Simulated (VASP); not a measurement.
# ZnSe (F-43m) in VASP: single point with PBEsol

Aim: the single point of ZnSe with PBEsol.

Everything below comes from runs of VASP 6.6.1. Logs are shortened: lines on timing, memory, paths and dates and some standing lists are left out, and cuts for length are marked.

### 1 The cell of the first run

It takes space group F-43m (No. 216, cubic). The conventional cell has a = 5.633 Å, b = 5.633 Å, c = 5.633 Å, α = 90.00°, β = 90.00°, γ = 90.00°. Zn (site symmetry -43m) has 4 Se at 2.44 Å within 3.2 Å. Within 3.2 Å of Se (site symmetry -43m) lie 4 Zn at 2.44 Å.

### 2 Single point, PBEsol

The input, INCAR:

```
PREC = Accurate ; ENCUT = 520
EDIFF = 1E-6 ; ISMEAR = -1
SIGMA = 0.05 ; LREAL = Auto
LASPH = T ; NELM = 80
ALGO = Normal ; ISIF = 2
LWAVE = F ; LCHARG = F
GGA = PS ; NBANDS = 326
```

The input, KPOINTS:

```
Automatic mesh
0
Gamma
  1 1 1
```

The input, POSCAR:

```
ZnSe
1.0
   11.2667460000      0.0000000000      0.0000000000
    0.0000000000     11.2667460000      0.0000000000
    0.0000000000      0.0000000000     11.2667460000
Zn Se
32 32
Direct
    0.0000000000      0.0000000000      0.0000000000
    0.0000000000      0.0000000000      0.5000000000
    0.0000000000      0.5000000000      0.0000000000
    0.0000000000      0.5000000000      0.5000000000
    0.5000000000      0.0000000000      0.0000000000
    0.5000000000      0.0000000000      0.5000000000
    0.5000000000      0.5000000000      0.0000000000
    0.5000000000      0.5000000000      0.5000000000
    0.2500000000      0.2500000000      0.0000000000
    0.2500000000      0.2500000000      0.5000000000
    0.2500000000      0.7500000000      0.0000000000
    0.2500000000      0.7500000000      0.5000000000
    0.7500000000      0.2500000000      0.0000000000
    0.7500000000      0.2500000000      0.5000000000
    0.7500000000      0.7500000000      0.0000000000
    0.7500000000      0.7500000000      0.5000000000
    0.2500000000      0.0000000000      0.2500000000
    0.2500000000      0.0000000000      0.7500000000
    0.2500000000      0.5000000000      0.2500000000
    0.2500000000      0.5000000000      0.7500000000
    0.7500000000      0.0000000000      0.2500000000
    0.7500000000      0.0000000000      0.7500000000
    0.7500000000      0.5000000000      0.2500000000
    0.7500000000      0.5000000000      0.7500000000
    0.0000000000      0.2500000000      0.2500000000
    0.0000000000      0.2500000000      0.7500000000
    0.0000000000      0.7500000000      0.2500000000
    0.0000000000      0.7500000000      0.7500000000
    0.5000000000      0.2500000000      0.2500000000
    0.5000000000      0.2500000000      0.7500000000
    0.5000000000      0.7500000000      0.2500000000
    0.5000000000      0.7500000000      0.7500000000
    0.1250000000      0.1250000000      0.1250000000
    0.1250000000      0.1250000000      0.6250000000
    0.1250000000      0.6250000000      0.1250000000
    0.1250000000      0.6250000000      0.6250000000
    0.6250000000      0.1250000000      0.1250000000
    0.6250000000      0.1250000000      0.6250000000
    0.6250000000      0.6250000000      0.1250000000
    0.6250000000      0.6250000000      0.6250000000
    0.3750000000      0.3750000000      0.1250000000
    0.3750000000      0.3750000000      0.6250000000
    0.3750000000      0.8750000000      0.1250000000
    0.3750000000      0.8750000000      0.6250000000
    0.8750000000      0.3750000000      0.1250000000
    0.8750000000      0.3750000000      0.6250000000
    0.8750000000      0.8750000000      0.1250000000
    0.8750000000      0.8750000000      0.6250000000
    0.3750000000      0.1250000000      0.3750000000
    0.3750000000      0.1250000000      0.8750000000
    0.3750000000      0.6250000000      0.3750000000
    0.3750000000      0.6250000000      0.8750000000
    0.8750000000      0.1250000000      0.3750000000
    0.8750000000      0.1250000000      0.8750000000
    0.8750000000      0.6250000000      0.3750000000
    0.8750000000      0.6250000000      0.8750000000
    0.1250000000      0.3750000000      0.3750000000
    0.1250000000      0.3750000000      0.8750000000
    0.1250000000      0.8750000000      0.3750000000
    0.1250000000      0.8750000000      0.8750000000
    0.6250000000      0.3750000000      0.3750000000
    0.6250000000      0.3750000000      0.8750000000
    0.6250000000      0.8750000000      0.3750000000
    0.6250000000      0.8750000000      0.8750000000
```

Potentials or basis: VASP PAW PBE potentials, release 64 (Zn, Se).

Started as:

```
$ cat potpaw_PBE.64/Zn/POTCAR potpaw_PBE.64/Se/POTCAR > POTCAR
$ mpirun -np 1 vasp_gam > vasp.out
```

OUTCAR:

```text
PREC = Accurate
   ENCUT = 520
   EDIFF = 1E-6
   ISMEAR = -1
   LREAL = Auto
   LASPH = T
   NELM = 80
   ISIF = 2
   GGA = PS

 ion  position               nearest neighbor table
   1  0.000  0.000  0.000-  33 2.44  47 2.44  54 2.44  60 2.44
   2  0.000  0.000  0.500-  34 2.44  48 2.44  53 2.44  59 2.44
   3  0.000  0.500  0.000-  35 2.44  45 2.44  56 2.44  58 2.44
   4  0.000  0.500  0.500-  36 2.44  46 2.44  55 2.44  57 2.44
   5  0.500  0.000  0.000-  37 2.44  43 2.44  50 2.44  64 2.44
   6  0.500  0.000  0.500-  38 2.44  44 2.44  49 2.44  63 2.44
[... 56 lines left out ...]
  63  0.625  0.875  0.375-   6 2.44  16 2.44  21 2.44  31 2.44
  64  0.625  0.875  0.875-   5 2.44  15 2.44  22 2.44  32 2.44

  LATTYP: Found a simple cubic cell.
 ALAT       =    11.2667460000

  Lattice vectors:

 A1 = (  11.2667460000,   0.0000000000,   0.0000000000)
 A2 = (   0.0000000000,  11.2667460000,   0.0000000000)
 A3 = (   0.0000000000,   0.0000000000,  11.2667460000)

Analysis of symmetry for initial positions (statically):
=====================================================================
 Subroutine PRICEL returns following result:

  LATTYP: Found a face centered cubic cell.
 ALAT       =     5.6333730000

  Lattice vectors:

 A1 = (   2.8166865000,  -2.8166865000,   0.0000000000)
 A2 = (   2.8166865000,   0.0000000000,   2.8166865000)
 A3 = (   0.0000000000,  -2.8166865000,   2.8166865000)

  32 primitive cells build up your supercell.

 Routine SETGRP: Setting up the symmetry group for a
 simple cubic supercell.

 Subroutine GETGRP returns: Found 24 space group operations
 (whereof 24 operations were pure point group operations)
 out of a pool of 48 trial point group operations.

The static configuration has the point symmetry T_d .

Analysis of symmetry for dynamics (positions and initial velocities):
=====================================================================
 Subroutine PRICEL returns following result:

  LATTYP: Found a face centered cubic cell.
 ALAT       =     5.6333730000

  Lattice vectors:

 A1 = (   2.8166865000,  -2.8166865000,   0.0000000000)
 A2 = (   2.8166865000,   0.0000000000,   2.8166865000)
 A3 = (   0.0000000000,  -2.8166865000,   2.8166865000)

  32 primitive cells build up your supercell.

 Routine SETGRP: Setting up the symmetry group for a
 simple cubic supercell.
[... 82 lines left out ...]
   LREAL  =      T    real-space projection
   EDIFFG = 0.1E-04   stopping-criterion for IOM
   NSW    =      0    number of steps for IOM
   IBRION =     -1    ionic relax: 0-MD 1-quasi-New 2-CG
   NFREE  =      0    steps in history (QN), initial steepest desc. (CG)
   ISIF   =      2    stress and relaxation
   ISYM   =      2    0-nonsym 1-usesym 2-fastsym
   POTIM  = 0.5000    time-step for ionic-motion
   TEBEG  =    0.0;   TEEND  =   0.0 temperature during run
   PSTRESS=    0.0 pullay stress
   NELECT =     576.0000    total number of electrons
   NUPDOWN=      -1.0000    fix difference up-down
   EMIN   =  10.00;   EMAX   =-10.00  energy-range for DOS
   EFERMI =   0.00;   METHOD = LEGACY
   ISMEAR =    -1;   SIGMA  =   0.05  broadening in eV -4-tet -1-fermi 0-gaus
   EFERMI_NEDOS =   21; number of points for ismear=-14 and -15
   IALGO  =     38    algorithm
   IMIX   =      4    mixing-type and parameters
     AMIX     =   0.40;   BMIX     =  1.00
     AMIX_MAG =   1.60;   BMIX_MAG =  1.00
  volume/ion in A,a.u.               =      22.35       150.80
  Fermi-wavevector in a.u.,A,eV,Ry     =   1.208975  2.284631 19.886540  1.461619
  Thomas-Fermi vector in A             =   2.344566
   LORBIT       =      0    0 simple, 1 ext, 2 COOP (PROOUT), +10 PAW based schemes
   GGA     = PS    functional components
   LHFCALC =     F    Hartree Fock is set to
   AEXX    =    0.0000 exact exchange contribution
   IVDW    =     0    specifies the selected vdW correction
   LEPSILON=     F    determine dielectric tensor
   LRPA    =     F    only Hartree local field effects (RPA)
 non-spin polarized calculation
  energy-cutoff  :      520.00
  volume of cell :     1430.20
 maximum number of plane-waves:     19249
 NGX is ok and might be reduce to    84
   NGX = 41   NGY = 41   NGZ = 41

 number of electron     576.0001031 magnetization

 Free energy of the ion-electron system (eV)
  ---------------------------------------------------
  ext. energy  EPLUGINS =         0.00000000
  ---------------------------------------------------
  free energy    TOTEN  =      -214.17454169 eV

  energy without entropy =     -214.17452008  energy(sigma->0) =     -214.17453088

 E-fermi :   2.3216     XC(G=0):  -9.5949

 val. band max:        1.6807488593   @ k =   0.0000   0.0000   0.0000
 cond. band min:       2.9075075065   @ k =   0.0000   0.0000   0.0000
 fundamental gap:      1.2267586473
 Fermi energy:         2.3215936874

 k-point     1 :       0.0000    0.0000    0.0000
  band No.  band energies     occupation
      1     -11.7199      2.00000
      2     -11.2110      2.00000
      3     -11.2110      2.00000
      4     -11.2110      2.00000
      5     -11.2110      2.00000
      6     -11.2110      2.00000
[... 292 lines left out ...]
    299       5.0282      0.00000
    300       5.4775      0.00000
 [bands above 300 left out]

------------------------ aborting loop because EDIFF is reached ----------------------------------------

  FORCE on cell =-STRESS in cart. coord.  units (eV):
  Direction    XX          YY          ZZ          XY          YZ          ZX
  --------------------------------------------------------------------------------------
  -------------------------------------------------------------------------------------
  Total        6.4135549      6.4135549      6.4135549      0.0000000     -0.0000000      0.0000000
  in kB        7.1847868      7.1847868      7.1847868      0.0000000     -0.0000000      0.0000000
  external PRESSURE =       7.1847868 kB  Pullay stress =       0.0000000 kB

 VOLUME and BASIS-vectors are now :
 -----------------------------------------------------------------------------
  energy-cutoff  :      520.00
  volume of cell :     1430.20
      direct lattice vectors                 reciprocal lattice vectors
    11.266746000  0.000000000  0.000000000     0.088756771  0.000000000  0.000000000
     0.000000000 11.266746000  0.000000000     0.000000000  0.088756771  0.000000000
     0.000000000  0.000000000 11.266746000     0.000000000  0.000000000  0.088756771

 POSITION                                       TOTAL-FORCE (eV/Angst)
 -----------------------------------------------------------------------------------
      0.00000      0.00000      0.00000         0.000000      0.000000      0.000000
      0.00000      0.00000      5.63337        -0.000000      0.000000     -0.000000
      0.00000      5.63337      0.00000         0.000000     -0.000000      0.000000
      0.00000      5.63337      5.63337        -0.000000     -0.000000     -0.000000
      5.63337      0.00000      0.00000         0.000000      0.000000      0.000000
      5.63337      0.00000      5.63337        -0.000000      0.000000      0.000000
[... 56 lines left out ...]
      7.04172      9.85840      4.22503        -0.000000     -0.000000     -0.000000
      7.04172      9.85840      9.85840        -0.000000      0.000000     -0.000000
 -----------------------------------------------------------------------------------
    total drift:                                0.000000     -0.000000      0.000000

  FREE ENERGIE OF THE ION-ELECTRON SYSTEM (eV)
  ---------------------------------------------------
  free  energy   TOTEN  =      -214.1745416866 eV

  energy  without entropy=     -214.1745200776  energy(sigma->0) =     -214.17453088
```

It took 23 min on 1 thread of Intel Xeon 8259CL, shared host; peak memory 1.1 GiB.

Results:

```
Free energy            : -214.1745 eV
Pressure               : 0.7 GPa
Band gap on the k mesh : 1.23 eV
```

Caveat: the k points lie up to 0.56 Å⁻¹ apart; the PAW data sets were made with another functional, which shifts forces and pressure a little; an odd mesh through Γ misses points on the zone boundary, where band edges can lie.
